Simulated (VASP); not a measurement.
# WC (Fm-3m) in VASP: notebook

The runs below take WC through elastic constants, vibrations by perturbation theory, density of states, with PBEsol, LDA+U, LDA.

All numbers are computed with VASP 6.6.1; they aren't measurements. Logs are shortened: lines on timing, memory, paths and dates and some standing lists are left out, and cuts for length are marked.

## Step 1: The cell of the first run

It takes space group Fm-3m (No. 225, cubic). The conventional cell has a = 4.385 Å, b = 4.385 Å, c = 4.385 Å, α = 90.00°, β = 90.00°, γ = 90.00°. Within 2.9 Å of W (site symmetry m-3m) lie 6 C at 2.19 Å. Within 2.9 Å of C (site symmetry m-3m) lie 6 W at 2.19 Å.

## Step 2: Elastic constants, PBEsol

File INCAR:

```
SYSTEM = WC
  ALGO = Normal
  EDIFF = 1E-8
  ENCUT = 600
  GGA = PS
  IBRION = 6
  ISIF = 3
  ISMEAR = -1
  LASPH = .True.
  LCHARG = .False.
  LREAL = .False.
  LWAVE = .False.
  NBANDS = 16
  NELM = 80
  NFREE = 2
  NSW = 1
  POTIM = 0.015
  PREC = Accurate
  SIGMA = 0.05
```

File KPOINTS:

```
k-points
0
Gamma
  10 10 10
  0 0 0
```

File POSCAR:

```
WC
1.0
    0.0000000000      2.1926840000      2.1926840000
    2.1926840000      0.0000000000      2.1926840000
    2.1926840000      2.1926840000      0.0000000000
W C
1 1
Direct
    0.0000000000      0.0000000000      0.0000000000
    0.5000000000      0.5000000000      0.5000000000
```

Potentials or basis: VASP PAW PBE potentials, release 64 (W_sv, C).

The run is started by

```
cat potpaw_PBE.64/W_sv/POTCAR potpaw_PBE.64/C/POTCAR > POTCAR
mpirun -np 1 vasp_std > vasp.out
```

OUTCAR:

```text
SYSTEM = WC
   EDIFF = 1E-8
   ENCUT = 600
   GGA = PS
   IBRION = 6
   ISIF = 3
   ISMEAR = -1
   LASPH = .True.
   LREAL = .False.
   NELM = 80
   NFREE = 2
   NSW = 1
   POTIM = 0.015
   PREC = Accurate

 ion  position               nearest neighbor table
   1  0.000  0.000  0.000-   2 2.19   2 2.19   2 2.19   2 2.19   2 2.19   2 2.19
   2  0.500  0.500  0.500-   1 2.19   1 2.19   1 2.19   1 2.19   1 2.19   1 2.19

  LATTYP: Found a face centered cubic cell.
 ALAT       =     4.3853680000

  Lattice vectors:

 A1 = (   0.0000000000,   2.1926840000,   2.1926840000)
 A2 = (   2.1926840000,   0.0000000000,   2.1926840000)
 A3 = (   2.1926840000,   2.1926840000,   0.0000000000)

Analysis of symmetry for initial positions (statically):
=====================================================================
 Subroutine PRICEL returns:
 Original cell was already a primitive cell.

 Routine SETGRP: Setting up the symmetry group for a
 face centered cubic supercell.

 Subroutine GETGRP returns: Found 48 space group operations
 (whereof 48 operations were pure point group operations)
 out of a pool of 48 trial point group operations.

The static configuration has the point symmetry O_h .

Analysis of symmetry for dynamics (positions and initial velocities):
=====================================================================
 Subroutine PRICEL returns:
 Original cell was already a primitive cell.

 Routine SETGRP: Setting up the symmetry group for a
 face centered cubic supercell.

 Subroutine GETGRP returns: Found 48 space group operations
 (whereof 48 operations were pure point group operations)
 out of a pool of 48 trial point group operations.

The dynamic configuration has the point symmetry O_h .

 Subroutine INISYM returns: Found 48 space group operations
 (whereof 48 operations are pure point group operations),
 and found     1 'primitive' translations

[... 341 lines left out ...]

 k-point     1 :       0.0000    0.0000    0.0000
  band No.  band energies     occupation
      1     -63.1164      2.00000
      2     -27.1132      2.00000
      3     -27.1132      2.00000
      4     -27.1132      2.00000
      5      -3.5288      2.00000
      6       9.4856      2.00000
[... 433 lines left out ...]
      3     -27.2914      2.00000
      4     -27.2735      2.00000
      5      -1.0590      2.00000
      6       5.1888      2.00000
[... 8 lines left out ...]
     15      23.9677      0.00000
     16      27.6344      0.00000

 [... further k-points ...]
[... 5 lines left out ...]
  --------------------------------------------------------------------------------------
  -------------------------------------------------------------------------------------
  Total       -1.2121047     -1.2265298     -1.2265298      0.0000000     -0.0000000     -0.0000000
  in kB      -92.1069904    -93.2031382    -93.2031382      0.0000000     -0.0000000     -0.0000000
  external PRESSURE =     -92.8377556 kB  Pullay stress =       0.0000000 kB
[... 17 lines left out ...]
  FREE ENERGIE OF THE ION-ELECTRON SYSTEM (eV)
  ---------------------------------------------------
  free  energy   TOTEN  =       -22.9999684202 eV

  energy  without entropy=      -22.9935755828  energy(sigma->0) =      -22.99677200

 INTERNAL STRAIN TENSORS FROM STRAINED CELLS
 ============================================

 INTERNAL STRAIN TENSOR FOR ION    1 for displacements in x,y,z  (eV/Angst):
          X           Y           Z          XY          YZ          ZX
  --------------------------------------------------------------------------------
  x     0.00000    -0.00000     0.00000     0.00000     0.00000     0.00000
  y    -0.00000     0.00000     0.00000    -0.00000    -0.00000     0.00000
  z     0.00000     0.00000     0.00000     0.00000     0.00000     0.00000

 INTERNAL STRAIN TENSORS FROM DISPLACED ATOMS
 ============================================

 INTERNAL STRAIN TENSOR FOR ION    1 for displacements in x,y,z  (eV/Angst):
          X           Y           Z          XY          YZ          ZX
  --------------------------------------------------------------------------------
  x     0.00000     0.00000     0.00000     0.00000     0.00000     0.00000
  y     0.00000     0.00000     0.00000     0.00000     0.00000     0.00000
  z     0.00000     0.00000     0.00000     0.00000     0.00000     0.00000

 INTERNAL STRAIN TENSOR FOR ION    2 for displacements in x,y,z  (eV/Angst):
          X           Y           Z          XY          YZ          ZX
  --------------------------------------------------------------------------------
  x     0.00000     0.00000     0.00000     0.00000     0.00000     0.00000
  y     0.00000     0.00000     0.00000     0.00000     0.00000     0.00000
  z     0.00000     0.00000     0.00000     0.00000     0.00000     0.00000

 Eigenvectors and eigenvalues of the dynamical matrix
 ----------------------------------------------------

   1 f  =   12.340514 THz    77.537737 2PiTHz  411.635243 cm-1    51.036243 meV
             X         Y         Z           dx          dy          dz
      0.000000  0.000000  0.000000     0.000000    0.000000   -0.247690
      2.192684  2.192684  2.192684     0.000000    0.000000    0.968839
[... 21 lines left out ...]
   6 f/i=    0.000673 THz     0.004228 2PiTHz    0.022445 cm-1     0.002783 meV
             X         Y         Z           dx          dy          dz
      0.000000  0.000000  0.000000    -0.131980   -0.004427   -0.959798
      2.192684  2.192684  2.192684    -0.033742   -0.001132   -0.245378

--------------------------------------------------------------------------------------------------------

 ELASTIC MODULI CONTR FROM IONIC RELAXATION (kBar)
 Direction    XX          YY          ZZ          XY          YZ          ZX
 --------------------------------------------------------------------------------
 XX           0.0000      0.0000      0.0000      0.0000      0.0000      0.0000
 YY           0.0000      0.0000      0.0000      0.0000      0.0000      0.0000
 ZZ           0.0000      0.0000      0.0000      0.0000      0.0000      0.0000
 XY           0.0000      0.0000      0.0000      0.0000      0.0000      0.0000
 YZ           0.0000      0.0000      0.0000      0.0000      0.0000      0.0000
 ZX           0.0000      0.0000      0.0000      0.0000      0.0000      0.0000
 --------------------------------------------------------------------------------

 TOTAL ELASTIC MODULI (kBar)
 Direction    XX          YY          ZZ          XY          YZ          ZX
 --------------------------------------------------------------------------------
 XX        7448.8021   1667.9406   1667.9406     -0.0000     -0.0000      0.0000
 YY        1667.9406   7448.8021   1667.9406     -0.0000     -0.0000      0.0000
 ZZ        1667.9406   1667.9406   7448.8021     -0.0000     -0.0000      0.0000
 XY          -0.0000     -0.0000     -0.0000   1715.3558      0.0000      0.0000
 YZ          -0.0000     -0.0000     -0.0000      0.0000   1715.3558      0.0000
 ZX           0.0000      0.0000      0.0000      0.0000      0.0000   1715.3558
 --------------------------------------------------------------------------------
```

OSZICAR:

```text
N       E                     dE             d eps       ncg     rms          rms(c)
DAV:   1     0.114964312184E+03    0.11496E+03   -0.10133E+04  1512   0.138E+03
DAV:   2    -0.229303767350E+02   -0.13789E+03   -0.13321E+03  1880   0.357E+02
DAV:   3    -0.262765336765E+02   -0.33462E+01   -0.33368E+01  1568   0.516E+01
DAV:   4    -0.262925842547E+02   -0.16051E-01   -0.16049E-01  2016   0.411E+00
[... 189 lines left out ...]
DAV:   3    -0.229999585585E+02    0.48675E-03   -0.11743E-03  3616   0.273E-01    0.238E-02
DAV:   4    -0.229999689330E+02   -0.10375E-04   -0.13135E-04  3808   0.942E-02    0.155E-02
DAV:   5    -0.229999684474E+02    0.48560E-06   -0.22292E-06  4048   0.244E-02    0.299E-03
DAV:   6    -0.229999684271E+02    0.20322E-07   -0.19057E-07  3680   0.490E-03    0.109E-03
DAV:   7    -0.229999684202E+02    0.68517E-08   -0.20094E-08  3560   0.212E-03
  17 F= -.22999968E+02 E0= -.22996772E+02  d E =-.639284E-02
```

It took 7.8 min on 1 thread of AMD EPYC 9R45 (Zen 5), shared host; peak memory 0.32 GiB.

Results:

```
Elastic constants C11, C12, C44                         : 745, 167, 172 GPa
Voigt bulk modulus                                      : 359 GPa
Highest phonon frequency at Γ, LO-TO splitting left out : 412 cm⁻¹
```

Phonon frequencies in cm⁻¹ (negative: imaginary):
| q point | frequencies |
| --- | --- |
| (0.000, 0.000, 0.000) | 0 0 0 412 412 412 |

Elastic tensor in Voigt notation (GPa, in the Cartesian axes of the cell as first typed):
```
745 167 167   0   0   0
167 745 167   0   0   0
167 167 745   0   0   0
  0   0   0 172   0   0
  0   0   0   0 172   0
  0   0   0   0   0 172
```

Clamped-ion elastic tensor (GPa):
```
745 167 167   0   0   0
167 745 167   0   0   0
167 167 745   0   0   0
  0   0   0 172   0   0
  0   0   0   0 172   0
  0   0   0   0   0 172
```

Caveat: the cell is under stress, which shifts elastic constants; the PAW data sets were made with another functional, which shifts forces and pressure a little; spin-orbit coupling is left out, which moves the levels of the heavy elements.

## Step 3: Vibrations by perturbation theory, PBEsol

File INCAR:

```
PREC = Accurate
ENCUT = 600
EDIFF = 1E-8
ISMEAR = -1
SIGMA = 0.05
LREAL = False
LASPH = True
NELM = 120
ALGO = Normal
ISIF = 2
LWAVE = False
LCHARG = True
GGA = PS
IBRION = 8
NSW = 1
GGA_COMPAT = False
```

File KPOINTS:

```
regular mesh
0
Gamma
  10 10 10
```

POSCAR is that of step 2.

Potentials or basis: VASP PAW PBE potentials, release 64 (W_sv, C).

The run is started by

```
cat potpaw_PBE.64/W_sv/POTCAR potpaw_PBE.64/C/POTCAR > POTCAR
mpirun -np 1 vasp_std > vasp.out
```

OUTCAR:

```text
PREC = Accurate
   ENCUT = 600
   EDIFF = 1E-8
   ISMEAR = -1
   LREAL = False
   LASPH = True
   NELM = 120
   ISIF = 2
   GGA = PS
   IBRION = 8
   NSW = 1

 ion  position               nearest neighbor table
   1  0.000  0.000  0.000-   2 2.19   2 2.19   2 2.19   2 2.19   2 2.19   2 2.19
   2  0.500  0.500  0.500-   1 2.19   1 2.19   1 2.19   1 2.19   1 2.19   1 2.19

  LATTYP: Found a face centered cubic cell.
 ALAT       =     4.3853680000

  Lattice vectors:

 A1 = (   0.0000000000,   2.1926840000,   2.1926840000)
 A2 = (   2.1926840000,   0.0000000000,   2.1926840000)
 A3 = (   2.1926840000,   2.1926840000,   0.0000000000)

Analysis of symmetry for initial positions (statically):
=====================================================================
 Subroutine PRICEL returns:
 Original cell was already a primitive cell.

 Routine SETGRP: Setting up the symmetry group for a
 face centered cubic supercell.
[... 612 lines left out ...]

 INTERNAL STRAIN TENSOR  FOR ION    2  DIRECTION 1   (eV/Angst):
 -----------------------------------------------------------------------------
    -0.00017 -0.00000 -0.00000
    -0.00000  0.00402  0.00000
     0.00000  0.00000  0.00402

 INTERNAL STRAIN TENSOR FOR ION    2 for displacements in x,y,z  (eV/Angst):
          X           Y           Z          XY          YZ          ZX
  --------------------------------------------------------------------------------
  x     0.00000     0.00000     0.00000     0.00000     0.00000     0.00000
  y     0.00000     0.00000     0.00000     0.00000     0.00000     0.00000
  z     0.00000     0.00000     0.00000     0.00000     0.00000     0.00000

 SECOND DERIVATIVES (NOT SYMMETRIZED)
 ------------------------------------
               1X          1Y          1Z          2X          2Y          2Z
  1X    -7.081879    0.000000    0.000000    7.081879    0.000000    0.000000
  1Y     0.000000   -7.081879    0.000000    0.000000    7.081879    0.000000
  1Z     0.000000    0.000000   -7.081879    0.000000    0.000000    7.081879
  2X     7.077507    0.000000    0.000000   -7.077507    0.000000    0.000000
  2Y     0.000000    7.077507    0.000000    0.000000   -7.077507    0.000000
  2Z     0.000000    0.000000    7.077507    0.000000    0.000000   -7.077507

 Eigenvectors and eigenvalues of the dynamical matrix
 ----------------------------------------------------

   1 f  =   12.386588 THz    77.827228 2PiTHz  413.172104 cm-1    51.226789 meV
             X         Y         Z           dx          dy          dz
      0.000000  0.000000  0.000000     0.000000    0.247709    0.000000
      2.192684  2.192684  2.192684     0.000000   -0.968835    0.000000
[... 21 lines left out ...]
   6 f/i=    0.000918 THz     0.005767 2PiTHz    0.030618 cm-1     0.003796 meV
             X         Y         Z           dx          dy          dz
      0.000000  0.000000  0.000000     0.000000   -0.968835    0.000000
      2.192684  2.192684  2.192684     0.000000   -0.247709    0.000000

--------------------------------------------------------------------------------------------------------

 ELASTIC MODULI CONTR FROM IONIC RELAXATION (kBar)
 Direction    XX          YY          ZZ          XY          YZ          ZX
 --------------------------------------------------------------------------------
 XX           0.0000      0.0000      0.0000      0.0000      0.0000      0.0000
 YY           0.0000      0.0000      0.0000      0.0000      0.0000      0.0000
 ZZ           0.0000      0.0000      0.0000      0.0000      0.0000      0.0000
 XY           0.0000      0.0000      0.0000      0.0000      0.0000      0.0000
 YZ           0.0000      0.0000      0.0000      0.0000      0.0000      0.0000
 ZX           0.0000      0.0000      0.0000      0.0000      0.0000      0.0000
 --------------------------------------------------------------------------------
```

Wall time 3 min (1 thread of AMD EPYC 7R13 (Zen 3), shared host); peak memory 0.21 GiB.

What came out:

- Highest phonon frequency at Γ, LO-TO splitting left out: 413 cm⁻¹

Phonon frequencies in cm⁻¹ (negative: imaginary):
| q point | frequencies |
| --- | --- |
| (0.000, 0.000, 0.000) | 0 0 0 413 413 413 |

Caveat: the cell wasn't relaxed at this level first, which shifts response properties; the PAW data sets were made with another functional, which shifts forces and pressure a little; spin-orbit coupling is left out, which moves the levels of the heavy elements.

## Step 4: Elastic constants, PBEsol

File INCAR:

```
PREC = Accurate
ENCUT = 600
EDIFF = 1E-8
ISMEAR = -1
SIGMA = 0.05
LREAL = F
LASPH = T
NELM = 120
ALGO = Normal
ISIF = 3
LWAVE = F
LCHARG = T
GGA = PS
IBRION = 6
NFREE = 2
POTIM = 0.015
NSW = 1
GGA_COMPAT = F
```

File KPOINTS:

```
Automatic mesh
0
Gamma
  8 8 8
```

POSCAR is that of step 3.

The run is started by

```
cat potpaw_PBE.64/W_sv/POTCAR potpaw_PBE.64/C/POTCAR > POTCAR
mpirun -np 1 vasp_std > vasp.out
```

Wall time 6.8 min (1 thread of AMD EPYC 7R13 (Zen 3), shared host); peak memory 0.22 GiB.

It converged, with:

| Quantity | Value |
| --- | --- |
| Elastic constants C11, C12, C44 | 649, 214, 29 GPa |
| Voigt bulk modulus | 359 GPa |
| Highest phonon frequency at Γ, LO-TO splitting left out | 390 cm⁻¹ |

Phonon frequencies in cm⁻¹ (negative: imaginary):
```csv
q point,frequencies
"(0.000, 0.000, 0.000)",0 0 0 390 390 390
```

Elastic tensor in Voigt notation (GPa, in the Cartesian axes of the cell as first typed):
```
649 214 214   0   0   0
214 649 214   0   0   0
214 214 649   0   0   0
  0   0   0  29   0   0
  0   0   0   0  29   0
  0   0   0   0   0  29
```

Clamped-ion elastic tensor (GPa):
```
649 214 214   0   0   0
214 649 214   0   0   0
214 214 649   0   0   0
  0   0   0  29   0   0
  0   0   0   0  29   0
  0   0   0   0   0  29
```

Caveat: the cell is under stress, which shifts elastic constants; the PAW data sets were made with another functional, which shifts forces and pressure a little; spin-orbit coupling is left out, which moves the levels of the heavy elements.

(Part 1 of 2 ends here.)
